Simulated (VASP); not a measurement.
A run of VASP 6.6.1:

Contents of INCAR:

```
SYSTEM = Ta
PREC     = Accurate       ! precision mode
ENCUT    = 520            ! plane-wave cutoff, eV
EDIFF    = 1E-6           ! SCF threshold, eV
ISMEAR   = -1             ! smearing method
SIGMA    = 0.05           ! smearing width, eV
LREAL    = .False.        ! projectors in reciprocal space
LASPH    = .True.         ! aspherical terms in the spheres
NELM     = 100            ! most SCF steps
ALGO     = Fast           ! electronic algorithm
ISIF     = 2              ! what is computed and relaxed
LWAVE    = .False.        ! write WAVECAR
LCHARG   = .False.        ! write CHGCAR
GGA      = PS             ! functional
NBANDS   = 18             ! bands
```

File KPOINTS:

```
regular mesh
0
Gamma
  11 11 5
  0 0 0
```

The input POSCAR:

```
Ta
1.0
    2.7876094549      0.0000000000      0.0000000000
   -1.3938047274      2.4141406038      0.0000000000
    0.0000000000      0.0000000000      4.9502301990
Ta
2
Direct
    0.3333333333      0.6666666667      0.2500000000
    0.6666666667      0.3333333333      0.7500000000
```

Potentials or basis: VASP PAW PBE potentials, release 64 (Ta_pv).

Run with:

```console
$ cat potpaw_PBE.64/Ta_pv/POTCAR > POTCAR
$ mpirun -np 1 vasp_std > vasp.out
```

Hardware: 1 thread of AMD EPYC 7R13, with other jobs on the host.

Problem. How long does it take, and how much memory?

Solution. Wall time 39 s on 1 thread of AMD EPYC 7R13 (shared host), peak memory 0.14 GiB. Counts: scf iterations 13, k points 48.
